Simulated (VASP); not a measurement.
Set up this calculation in VASP 6.6.1, as the native input.

| Quantity | Value |
| --- | --- |
| Task | single point |
| Functional | PBE |
| Potentials or basis | VASP PAW PBE potentials, release 64 (Re_sv_GW) |
| Cutoff | 410 eV |
| k mesh | 14 × 14 × 1 |
| Occupations | fermi-dirac, width 0.05 eV |
| Spin | no spin polarisation |
| Dipole correction | yes |
| Further INCAR settings | ALGO = Normal; EDIFF = 1e-06; NBANDS = 54; NELMDL = -8 |

The structure of Re lies in POSCAR:

```
Re
1.0
    2.7751003076      0.0000000000      0.0000000000
   -1.3875501538      2.4033073644      0.0000000000
    0.0000000000      0.0000000000     24.2093000000
Re
6
Direct
    0.8333333333      0.1666666667      0.2722437504
    0.1666666667      0.8333333333      0.3589505232
    0.8333333333      0.1666666667      0.4553392756
    0.1666666667      0.8333333333      0.5446607227
    0.8333333333      0.1666666667      0.6410494778
    0.1666666667      0.8333333333      0.7277562504
```

One way to write it, as run:

INCAR

```
SYSTEM = Re
ALGO     = Normal         ! electronic algorithm
DIPOL    = 0.5 0.5 0.500
EDIFF    = 1E-6           ! SCF threshold, eV
ENCUT    = 410            ! plane-wave cutoff, eV
GGA      = PE             ! functional
GGA_COMPAT= .FALSE.      
IDIPOL   = 3            
ISIF     = 2              ! what is computed and relaxed
ISMEAR   = -1             ! smearing method
LASPH    = .TRUE.         ! aspherical terms in the spheres
LCHARG   = .FALSE.        ! write CHGCAR
LDIPOL   = .TRUE.       
LREAL    = .FALSE.        ! projectors in reciprocal space
LWAVE    = .FALSE.        ! write WAVECAR
NBANDS   = 54             ! bands
NELM     = 120            ! most SCF steps
NELMDL   = -8           
PREC     = Accurate       ! precision mode
SIGMA    = 0.05           ! smearing width, eV
```

KPOINTS

```
k-points
0
G
  14 14 1
  0 0 0
```

Potentials or basis: VASP PAW PBE potentials, release 64 (Re_sv_GW).

The run is started by

```sh
$ cat potpaw_PBE.64/Re_sv_GW/POTCAR > POTCAR
$ mpirun -np 1 vasp_std > vasp.out
```

Results of the run:

```
Largest force          : 0.022 eV/Å
Band gap on the k mesh : zero (bands 45 and 46 overlap by 2.46 eV)
```

Caveat: spin-orbit coupling is left out, which moves the levels of the heavy elements.

It took 8.1 min on 1 thread of Intel(R) Xeon(R) Platinum 8375C CPU @ 2.90GHz (Ice Lake), on a shared host, peak memory 0.27 GiB.
